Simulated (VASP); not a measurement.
# PtSe (Fm-3m) in VASP: single point with r2SCAN50

Aim: the single point of PtSe with r2SCAN50.

All numbers are computed with VASP 6.6.1; they aren't measurements. Logs are shortened: lines on timing, memory, paths and dates and some standing lists are left out, and cuts for length are marked.

## (1) The cell of the first run

Symmetry: Fm-3m, No. 225, cubic system. The conventional cell has a = 5.597 Å, b = 5.597 Å, c = 5.597 Å, α = 90.00°, β = 90.00°, γ = 90.00°. Within 3.7 Å of Pt (site symmetry m-3m) lie 6 Se at 2.80 Å. Within 3.7 Å of Se (site symmetry m-3m) lie 6 Pt at 2.80 Å.

## (2) Single point, r2SCAN50

POSCAR reads:

```
PtSe
1.0
    0.0000000000      2.7984111300      2.7984111300
    2.7984111300      0.0000000000      2.7984111300
    2.7984111300      2.7984111300      0.0000000000
Pt Se
1 1
Direct
    0.5000000000      0.5000000000      0.5000000000
    0.0000000000      0.0000000000      0.0000000000
```

INCAR.step1 reads:

```
PREC = Accurate
ENCUT = 520
EDIFF = 1E-5
ISMEAR = -1
SIGMA = 0.05
LREAL = False
LASPH = True
NELM = 80
ALGO = Normal
ISIF = 2
LWAVE = True
LCHARG = False
NBANDS = 15
GGA = PE
```

INCAR.step2 reads:

```
PREC = Accurate
ENCUT = 520
EDIFF = 1E-6
ISMEAR = -1
SIGMA = 0.05
LREAL = False
LASPH = True
NELM = 80
ALGO = Normal
ISIF = 2
LWAVE = False
LCHARG = False
METAGGA = R2SCAN
LHFCALC = True
AEXX = 0.5
LMIXTAU = True
PRECFOCK = Normal
NBANDS = 15
ISTART = 1
```

KPOINTS reads:

```
Automatic mesh
0
Gamma
  4 4 4
```

Potentials or basis: VASP PAW PBE potentials, release 64 (Pt, Se).

The run is started by

```bash
> cat potpaw_PBE.64/Pt/POTCAR potpaw_PBE.64/Se/POTCAR > POTCAR
> cp INCAR.step1 INCAR
> mpirun -np 1 vasp_std > vasp.out
> cp INCAR.step2 INCAR
> mpirun -np 1 vasp_std > vasp.out
```

OUTCAR:

```text
PREC = Accurate
   ENCUT = 520
   EDIFF = 1E-6
   ISMEAR = -1
   LREAL = False
   LASPH = True
   NELM = 80
   ISIF = 2
   METAGGA = R2SCAN
   LHFCALC = True
   AEXX = 0.5
   PRECFOCK = Normal
   ISTART = 1

 ion  position               nearest neighbor table
   1  0.500  0.500  0.500-   2 2.80   2 2.80   2 2.80   2 2.80   2 2.80   2 2.80
   2  0.000  0.000  0.000-   1 2.80   1 2.80   1 2.80   1 2.80   1 2.80   1 2.80

  LATTYP: Found a face centered cubic cell.
 ALAT       =     5.5968222600

  Lattice vectors:

 A1 = (   0.0000000000,   2.7984111300,   2.7984111300)
 A2 = (   2.7984111300,   0.0000000000,   2.7984111300)
 A3 = (   2.7984111300,   2.7984111300,   0.0000000000)

Analysis of symmetry for initial positions (statically):
=====================================================================
 Subroutine PRICEL returns:
 Original cell was already a primitive cell.

 Routine SETGRP: Setting up the symmetry group for a
 face centered cubic supercell.

 Subroutine GETGRP returns: Found 48 space group operations
 (whereof 48 operations were pure point group operations)
 out of a pool of 48 trial point group operations.

The static configuration has the point symmetry O_h .

Analysis of symmetry for dynamics (positions and initial velocities):
=====================================================================
 Subroutine PRICEL returns:
 Original cell was already a primitive cell.

 Routine SETGRP: Setting up the symmetry group for a
 face centered cubic supercell.

 Subroutine GETGRP returns: Found 48 space group operations
 (whereof 48 operations were pure point group operations)
 out of a pool of 48 trial point group operations.

The dynamic configuration has the point symmetry O_h .

 Subroutine INISYM returns: Found 48 space group operations
 (whereof 48 operations are pure point group operations),
 and found     1 'primitive' translations

----------------------------------------------------------------------------------------

                                     Primitive cell

  volume of cell :      43.8293

  direct lattice vectors                    reciprocal lattice vectors
     0.000000000  2.798411130  2.798411130    -0.178672817  0.178672817  0.178672817
     2.798411130  0.000000000  2.798411130     0.178672817 -0.178672817  0.178672817
     2.798411130  2.798411130  0.000000000     0.178672817  0.178672817 -0.178672817

  length of vectors
     3.957550973  3.957550973  3.957550973     0.309470397  0.309470397  0.309470397

  position of ions in fractional coordinates (direct lattice)
     0.500000000  0.500000000  0.500000000
     0.000000000  0.000000000  0.000000000

  ion indices of the primitive-cell ions
   primitive index   ion index
                 1           1
                 2           2

----------------------------------------------------------------------------------------

 KPOINTS: Automatic mesh

Automatic generation of k-mesh.
 Grid dimensions read from file:
 generate k-points for:    4    4    4

 Generating k-lattice:

  Cartesian coordinates                     Fractional coordinates (reciprocal lattice)
    -0.044668204  0.044668204  0.044668204     0.250000000  0.000000000  0.000000000
     0.044668204 -0.044668204  0.044668204     0.000000000  0.250000000  0.000000000
     0.044668204  0.044668204 -0.044668204     0.000000000  0.000000000  0.250000000

  Length of vectors
     0.077367599  0.077367599  0.077367599

  Shift w.r.t. Gamma in fractional coordinates (k-lattice)
     0.000000000  0.000000000  0.000000000

 Subroutine IBZKPT returns following result:
 ===========================================

 Found      8 irreducible k-points:

 Following reciprocal coordinates:
            Coordinates               Weight
  0.000000  0.000000  0.000000      1.000000
  0.250000  0.000000  0.000000      8.000000
  0.500000  0.000000  0.000000      4.000000
  0.250000  0.250000  0.000000      6.000000
  0.500000  0.250000  0.000000     24.000000
 -0.250000  0.250000  0.000000     12.000000
  0.500000  0.500000  0.000000      3.000000
 -0.250000  0.500000  0.250000      6.000000
   k-points           NKPTS =      8   k-points in BZ     NKDIM =     64   number of bands    NBANDS=     15
   number of dos      NEDOS =    301   number of ions     NIONS =      2
   total plane-waves  NPLWV =  27000
   dimension x,y,z NGX =    30 NGY =   30 NGZ =   30
   dimension x,y,z NGXF=    60 NGYF=   60 NGZF=   60
   ions per type =               1   1
   NGX,Y,Z   is equivalent  to a cutoff of  12.60, 12.60, 12.60 a.u.
   NGXF,Y,Z  is equivalent  to a cutoff of  25.20, 25.20, 25.20 a.u.
 SYSTEM =  unknown system
   PREC   = accura    normal or accurate (medium, high low for compatibility)
   ISTART =      1    job   : 0-new  1-cont  2-samecut
   ICHARG =      0    charge: 1-file 2-atom 10-const
   ISPIN  =      1    spin polarized calculation?
   LNONCOLLINEAR =      F non collinear calculations
   LSORBIT =      F    spin-orbit coupling
   LASPH  =      T    aspherical Exc in radial PAW
   ENCUT  =  520.0 eV  38.22 Ry    6.18 a.u.   7.36  7.36  7.36*2*pi/ulx,y,z
   NELM   =     80;   NELMIN=  2; NELMDL=  0     # of ELM steps
   EDIFF  = 0.1E-05   stopping-criterion for ELM
   LREAL  =      F    real-space projection
   EDIFFG = 0.1E-04   stopping-criterion for IOM
   NSW    =      0    number of steps for IOM
   IBRION =     -1    ionic relax: 0-MD 1-quasi-New 2-CG
   NFREE  =      0    steps in history (QN), initial steepest desc. (CG)
   ISIF   =      2    stress and relaxation
   ISYM   =      3    0-nonsym 1-usesym 2-fastsym
   POTIM  = 0.5000    time-step for ionic-motion
   TEBEG  =    0.0;   TEEND  =   0.0 temperature during run
   PSTRESS=    0.0 pullay stress
   NELECT =      16.0000    total number of electrons
   NUPDOWN=      -1.0000    fix difference up-down
   EMIN   =  10.00;   EMAX   =-10.00  energy-range for DOS
   EFERMI =   0.00;   METHOD = LEGACY
   ISMEAR =    -1;   SIGMA  =   0.05  broadening in eV -4-tet -1-fermi 0-gaus
   EFERMI_NEDOS =   21; number of points for ismear=-14 and -15
   IALGO  =     38    algorithm
   IMIX   =      1    mixing-type and parameters
     AMIX     =   0.40;   BMIX     =  1.00
     AMIX_MAG =   1.60;   BMIX_MAG =  1.00
  volume/ion in A,a.u.               =      21.91       147.89
  Fermi-wavevector in a.u.,A,eV,Ry     =   1.170020  2.211017 18.625654  1.368947
  Thomas-Fermi vector in A             =   2.306485
   LORBIT       =      0    0 simple, 1 ext, 2 COOP (PROOUT), +10 PAW based schemes
   METAGGA = R2SCAN    functional components
   LHFCALC =     T    Hartree Fock is set to
   PRECFOCK=normal    Normal, Fast or Accurate (Low or Medium for compatibility)
   ENCUT4O =  -1.0   cutoff for four orbital integrals eV
   NKREDX  =     1    reduce k-point grid by
   NKREDY  =     1    reduce k-point grid by
   NKREDZ  =     1    reduce k-point grid by
   AEXX    =    0.5000 exact exchange contribution
   HFSCREEN=    0.0000 screening length (either q_TF or 0.3 A-1)
   HFSCREENC=   0.0000 screening length for correlation (either q_TF or 0.3 A-1)
   ENCUTFOCK=  -1.0 apply spherical cutoff to Coloumb kernel
   IVDW    =     0    specifies the selected vdW correction
   LEPSILON=     F    determine dielectric tensor
   LRPA    =     F    only Hartree local field effects (RPA)
 non-spin polarized calculation
  energy-cutoff  :      520.00
  volume of cell :       43.83
 maximum number of plane-waves:      1243
 NGX is ok and might be reduce to    30
  NGX = 24; NGY = 24; NGZ = 24

 number of electron      16.0000000 magnetization

 Free energy of the ion-electron system (eV)
  ---------------------------------------------------
  ext. energy  EPLUGINS =         0.00000000
  ---------------------------------------------------
  free energy    TOTEN  =       -43.79241636 eV

  energy without entropy =      -43.77552031  energy(sigma->0) =      -43.78396834

 E-fermi :   4.3856     XC(G=0):  -6.3115

 val. band max:        4.3050894542   @ k =   0.5000   0.2500   0.0000
 cond. band min:       5.5251218752   @ k =   0.5000   0.2500   0.0000
 fundamental gap:      1.2200324210
 Fermi energy:         4.3855613498

 k-point     1 :       0.0000    0.0000    0.0000
  band No.  band energies     occupation
      1     -13.5591      2.00000
      2      -0.3911      2.00000
      3      -0.3910      2.00000
      4      -0.3910      2.00000
      5       0.7544      2.00000
      6       0.7545      2.00000
      7       2.3029      2.00000
      8       2.3030      2.00000
      9       2.3030      2.00000
     10       7.0433      0.00000
     11      17.1187      0.00000
     12      17.9795      0.00000
     13      17.9795      0.00000
     14      17.9795      0.00000
     15      19.9712      0.00000

 k-point     2 :       0.2500    0.0000    0.0000
  band No.  band energies     occupation
      1     -12.9844      2.00000
      2      -2.1343      2.00000
      3      -1.2494      2.00000
      4      -1.2494      2.00000
      5       0.0957      2.00000
      6       0.0957      2.00000
      7       0.8335      2.00000
      8       6.1965      0.00000
      9       6.1966      0.00000
     10      10.1810      0.00000
     11      14.2027      0.00000
     12      15.5577      0.00000
     13      15.5577      0.00000
     14      18.3763      0.00000
     15      19.4145      0.00000
[... 77 lines left out ...]
      3      -1.0337      2.00000
      4       0.5956      2.00000
      5       0.5956      2.00000
      6       0.6082      2.00000
      7       0.6082      2.00000
      8       1.2312      2.00000
      9       2.2935      2.00000
     10       6.3583      0.00000
     11      14.7381      0.00000
     12      17.8293      0.00000
     13      19.8273      0.00000
     14      19.8273      0.00000
     15      22.6684      0.00000

 k-point     8 :      -0.2500    0.5000    0.2500
  band No.  band energies     occupation
      1     -12.2256      2.00000
      2      -2.1613      2.00000
      3      -1.7583      2.00000
      4      -1.7583      2.00000
      5       0.6088      2.00000
      6       1.0031      2.00000
      7       1.0031      2.00000
      8       2.0817      2.00000
      9       2.6586      2.00000
     10      11.1590      0.00000
     11      14.3494      0.00000
     12      15.2789      0.00000
     13      15.2789      0.00000
     14      21.4527      0.00000
     15      21.4527      0.00000

------------------------ aborting loop because EDIFF is reached ----------------------------------------

  FORCE on cell =-STRESS in cart. coord.  units (eV):
  Direction    XX          YY          ZZ          XY          YZ          ZX
  --------------------------------------------------------------------------------------
  -------------------------------------------------------------------------------------
  Total       -5.4134055     -5.4134055     -5.4134055     -0.0000000      0.0000000     -0.0000000
  in kB     -197.8866923   -197.8866923   -197.8866923     -0.0000000      0.0000000     -0.0000000
  external PRESSURE =    -197.8866923 kB  Pullay stress =       0.0000000 kB

 VOLUME and BASIS-vectors are now :
 -----------------------------------------------------------------------------
  energy-cutoff  :      520.00
  volume of cell :       43.83
      direct lattice vectors                 reciprocal lattice vectors
     0.000000000  2.798411130  2.798411130    -0.178672817  0.178672817  0.178672817
     2.798411130  0.000000000  2.798411130     0.178672817 -0.178672817  0.178672817
     2.798411130  2.798411130  0.000000000     0.178672817  0.178672817 -0.178672817

 POSITION                                       TOTAL-FORCE (eV/Angst)
 -----------------------------------------------------------------------------------
      2.79841      2.79841      2.79841         0.000000      0.000000      0.000000
      0.00000      0.00000      0.00000         0.000000     -0.000000     -0.000000
 -----------------------------------------------------------------------------------
    total drift:                                0.000002      0.000002      0.000003

  FREE ENERGIE OF THE ION-ELECTRON SYSTEM (eV)
  ---------------------------------------------------
  free  energy   TOTEN  =       -43.7924163578 eV

  energy  without entropy=      -43.7755203123  energy(sigma->0) =      -43.78396834
```

It took 22 min on 1 thread of Intel Xeon 8259CL, shared host; peak memory 0.19 GiB.

What came out:

```yaml
Free_energy: -43.7924 eV
Pressure: -19.8 GPa
Band_gap_on_the_k_mesh: zero (bands 8 and 9 overlap by 5.99 eV)
```

Caveat: the k points lie up to 0.49 Å⁻¹ apart, too coarse for converged energies and pressures of a metal; the PAW data sets were made with another functional, which shifts forces and pressure a little; spin-orbit coupling is left out, which moves the levels of the heavy elements.
